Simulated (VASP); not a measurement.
A run of VASP 6.6.1 is set up as follows.

The input INCAR:

```
ALGO = Normal
DIPOL = 0.5 0.5 0.500
EDIFF = 1E-6
ENCUT = 520
GGA = PE
GGA_COMPAT = F
IDIPOL = 3
ISIF = 2
ISMEAR = 0
IVDW = 12
LASPH = T
LCHARG = T
LDIPOL = T
LELF = T
LREAL = Auto
LVACPOTAV = T
LVHAR = T
LWAVE = F
NBANDS = 168
NELM = 120
NELMDL = -8
PREC = Accurate
SIGMA = 0.05
```

File KPOINTS:

```
k-points
0
Gamma
  3 3 1
```

File POSCAR:

```
ZrO2
1.0
    7.1949024976      0.0000000000      0.0000000000
   -3.5974512488      6.2309683407      0.0000000000
    0.0000000000      0.0000000000     23.3432666118
O Zr
24 12
Direct
    0.5000000000      0.5000000000      0.3427112466
    0.5000000000      0.0000000000      0.3427112466
    0.0000000000      0.5000000000      0.3427112466
    0.0000000000      0.0000000000      0.3427112466
    0.6666666667      0.3333333333      0.4056267480
    0.6666666667      0.8333333333      0.4056267480
    0.1666666667      0.3333333333      0.4056267480
    0.1666666667      0.8333333333      0.4056267480
    0.8333333333      0.6666666667      0.4685422493
    0.8333333333      0.1666666667      0.4685422493
    0.3333333333      0.6666666667      0.4685422493
    0.3333333333      0.1666666667      0.4685422493
    0.0000000000      0.5000000000      0.5316872210
    0.0000000000      0.0000000000      0.5316872210
    0.5000000000      0.5000000000      0.5316872210
    0.5000000000      0.0000000000      0.5316872210
    0.1666666667      0.8333333333      0.5923466343
    0.1666666667      0.3333333333      0.5923466343
    0.6666666667      0.8333333333      0.5923466343
    0.6666666667      0.3333333333      0.5923466343
    0.3333333333      0.6666666667      0.6582359318
    0.3333333333      0.1666666667      0.6582359318
    0.8333333333      0.6666666667      0.6582359318
    0.8333333333      0.1666666667      0.6582359318
    0.3333333333      0.1666666667      0.3741689973
    0.3333333333      0.6666666667      0.3741689973
    0.8333333333      0.1666666667      0.3741689973
    0.8333333333      0.6666666667      0.3741689973
    0.6666666667      0.3333333333      0.4997062470
    0.6666666667      0.8333333333      0.4997062470
    0.1666666667      0.3333333333      0.4997062470
    0.1666666667      0.8333333333      0.4997062470
    0.0000000000      0.5000000000      0.6240102173
    0.0000000000      0.0000000000      0.6240102173
    0.5000000000      0.5000000000      0.6240102173
    0.5000000000      0.0000000000      0.6240102173
```

Potentials or basis: VASP PAW PBE potentials, release 64 (O, Zr_sv).

Run with:

```bash
$ cat potpaw_PBE.64/O/POTCAR potpaw_PBE.64/Zr_sv/POTCAR > POTCAR
$ mpirun -np 1 vasp_std > vasp.out
```

Problem. What does it give for the dispersion energy per atom?

Solution. -0.200 eV.

Problem. Estimate the largest force.

Solution. 0.822 eV/Å.

Problem. Predict the band gap on the k mesh.

Solution. 3.63 eV.

Forces on the atoms (eV/Å):
```
O    0.000  0.000 -0.683
O    0.000  0.000 -0.683
O    0.000  0.000 -0.683
O    0.000  0.000 -0.683
O    0.000  0.000  0.248
O    0.000  0.000  0.248
O    0.000  0.000  0.248
O    0.000  0.000  0.248
O    0.000  0.000 -0.429
O    0.000  0.000 -0.429
O    0.000  0.000 -0.429
O    0.000  0.000 -0.429
O    0.000  0.000 -0.002
O    0.000  0.000 -0.002
O    0.000  0.000 -0.002
O    0.000  0.000 -0.002
O    0.000  0.000  0.005
O    0.000  0.000  0.005
O    0.000  0.000  0.005
O    0.000  0.000  0.005
O    0.000  0.000  0.012
O    0.000  0.000  0.012
O    0.000  0.000  0.012
O    0.000  0.000  0.012
Zr   0.000  0.000  0.822
Zr   0.000  0.000  0.822
Zr   0.000  0.000  0.822
Zr   0.000  0.000  0.822
Zr   0.000  0.000 -0.004
Zr   0.000  0.000 -0.004
Zr   0.000  0.000 -0.004
Zr   0.000  0.000 -0.004
Zr   0.000  0.000  0.031
Zr   0.000  0.000  0.031
Zr   0.000  0.000  0.031
Zr   0.000  0.000  0.031
```
